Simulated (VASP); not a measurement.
# TaRu (P4/mmm) in VASP: notebook, part 3 of 3

VASP 6.6.1.

## (6) Single point, LDA (volume scaled by 0.96)

Input file INCAR:

```
SYSTEM = TaRu
ALGO     = Normal         ! electronic algorithm
EDIFF    = 1E-6           ! SCF threshold, eV
ENCUT    = 520            ! plane-wave cutoff, eV
GGA      = CA             ! functional
ISIF     = 2              ! what is computed and relaxed
ISMEAR   = -1             ! smearing method
LASPH    = .True.         ! aspherical terms in the spheres
LCHARG   = .True.         ! write CHGCAR
LELF     = .True.         ! ELF
LREAL    = .False.        ! projectors in reciprocal space
LVHAR    = .True.       
LWAVE    = .False.        ! write WAVECAR
NBANDS   = 20             ! bands
NELM     = 80             ! most SCF steps
PREC     = Accurate       ! precision mode
SIGMA    = 0.05           ! smearing width, eV
```

Input file KPOINTS:

```
k-points
0
Gamma
  11 11 10
  0 0 0
```

Input file POSCAR:

```
TaRu
1.0
    3.0117381852      0.0000000000      0.0000000000
    0.0000000000      3.0117381852      0.0000000000
    0.0000000000      0.0000000000      3.3431970880
Ta Ru
1 1
Direct
    0.5000000000      0.5000000000      0.5000000000
    0.0000000000      0.0000000000      0.0000000000
```

Potentials or basis: VASP PAW LDA potentials, release 64 (Ta_pv, Ru_pv).

The run is started by

```
$ cat potpaw_LDA.64/Ta_pv/POTCAR potpaw_LDA.64/Ru_pv/POTCAR > POTCAR
$ mpirun -np 1 vasp_std > vasp.out
```

OUTCAR:

```text
SYSTEM = TaRu
   EDIFF = 1E-6
   ENCUT = 520
   GGA = CA
   ISIF = 2
   ISMEAR = -1
   LASPH = .True.
   LREAL = .False.
   NELM = 80
   PREC = Accurate

 ion  position               nearest neighbor table
   1  0.500  0.500  0.500-   2 2.71   2 2.71   2 2.71   2 2.71   2 2.71   2 2.71   2 2.71   2 2.71

   2  0.000  0.000  0.000-   1 2.71   1 2.71   1 2.71   1 2.71   1 2.71   1 2.71   1 2.71   1 2.71

  LATTYP: Found a simple tetragonal cell.
 ALAT       =     3.0117381852
 C/A-ratio  =     1.1100556829

  Lattice vectors:

 A1 = (   3.0117381852,   0.0000000000,   0.0000000000)
 A2 = (   0.0000000000,   3.0117381852,   0.0000000000)
 A3 = (   0.0000000000,   0.0000000000,   3.3431970880)

Analysis of symmetry for initial positions (statically):
=====================================================================
 Subroutine PRICEL returns:
 Original cell was already a primitive cell.

 Routine SETGRP: Setting up the symmetry group for a
 simple tetragonal supercell.

 Subroutine GETGRP returns: Found 16 space group operations
 (whereof 16 operations were pure point group operations)
 out of a pool of 16 trial point group operations.

[... 158 lines left out ...]
  free energy    TOTEN  =       -24.06866536 eV

  energy without entropy =      -24.04933199  energy(sigma->0) =      -24.05899868

 E-fermi :   9.7669     XC(G=0): -13.7146

 val. band max:        9.7511074879   @ k =   0.4545   0.1818   0.4000
 cond. band min:       9.7676495155   @ k =   0.4545   0.3636   0.0000
 fundamental gap:      0.0165420276
 Fermi energy:         9.7668866034

 k-point     1 :       0.0000    0.0000    0.0000
  band No.  band energies     occupation
      1     -33.0605      2.00000
      2     -32.9910      2.00000
      3     -32.9910      2.00000
      4     -24.8267      2.00000
      5     -24.6723      2.00000
      6     -24.6723      2.00000
[... 541 lines left out ...]
     19      19.3953      0.00000
     20      19.9336      0.00000

 [... further k-points ...]

------------------------ aborting loop because EDIFF is reached ----------------------------------------

  FORCE on cell =-STRESS in cart. coord.  units (eV):
  Direction    XX          YY          ZZ          XY          YZ          ZX
  --------------------------------------------------------------------------------------
  -------------------------------------------------------------------------------------
  Total        0.2306761      0.2306761      0.3348978      0.0000000      0.0000000      0.0000000
  in kB       12.1875581     12.1875581     17.6940189      0.0000000      0.0000000      0.0000000
  external PRESSURE =      14.0230451 kB  Pullay stress =       0.0000000 kB

 VOLUME and BASIS-vectors are now :
 -----------------------------------------------------------------------------
  energy-cutoff  :      520.00
  volume of cell :       30.32
      direct lattice vectors                 reciprocal lattice vectors
     3.011738185  0.000000000  0.000000000     0.332034174  0.000000000  0.000000000
     0.000000000  3.011738185  0.000000000     0.000000000  0.332034174  0.000000000
     0.000000000  0.000000000  3.343197088     0.000000000  0.000000000  0.299114881

 POSITION                                       TOTAL-FORCE (eV/Angst)
 -----------------------------------------------------------------------------------
      1.50587      1.50587      1.67160         0.000000      0.000000      0.000000
      0.00000      0.00000      0.00000         0.000000      0.000000      0.000000
 -----------------------------------------------------------------------------------
    total drift:                                0.000000      0.000000     -0.000000

  FREE ENERGIE OF THE ION-ELECTRON SYSTEM (eV)
  ---------------------------------------------------
  free  energy   TOTEN  =       -24.0686653621 eV

  energy  without entropy=      -24.0493319934  energy(sigma->0) =      -24.05899868
```

It took 25 s on 1 thread of Intel Xeon 6975P-C (Granite Rapids), shared host; peak memory 0.19 GiB.

What came out:

- Free energy: -24.0687 eV
- Pressure: 1.4 GPa

Levels at points of the mesh, in eV from the Fermi level:
```
           k point  band 9  band 10  band 11  band 12  band 13  band 14  band 15  band 16
(0.00, 0.00, 0.00)   -5.96    -2.49    -2.49    -1.57     0.44     1.86     4.53     4.67
(0.00, 0.00, 0.50)   -4.13    -2.72    -1.88    -1.88    -0.84     0.12     0.79     0.79
```

Caveat: spin-orbit coupling is left out, which moves the levels of the heavy elements.

## (7) Summary

| cell | gap on the mesh (eV) | pressure (GPa) |
| --- | --- | --- |
| a = 2.991, b = 2.991, c = 3.320 Å, 2 atoms | none | 7.8 |
| a = 3.033, b = 3.033, c = 3.366 Å, 2 atoms | none | -4.4 |
| a = 3.063, b = 3.063, c = 3.400 Å, 2 atoms | none | -11.9 |
| a = 3.093, b = 3.093, c = 3.434 Å, 2 atoms | none | -18.4 |
| a = 3.012, b = 3.012, c = 3.343 Å, 2 atoms | none | 1.4 |

Alike in all rows: task single point; level LDA; potentials or basis VASP PAW LDA potentials, release 64 (Ta_pv, Ru_pv); no spin polarisation; k mesh 11 × 11 × 10; cutoff (eV) 520; smearing fermi-dirac 0.05 eV.

Caveats: spin-orbit coupling is left out, which moves the levels of the heavy elements.

Absolute energies hang on the potentials; compare differences alone.
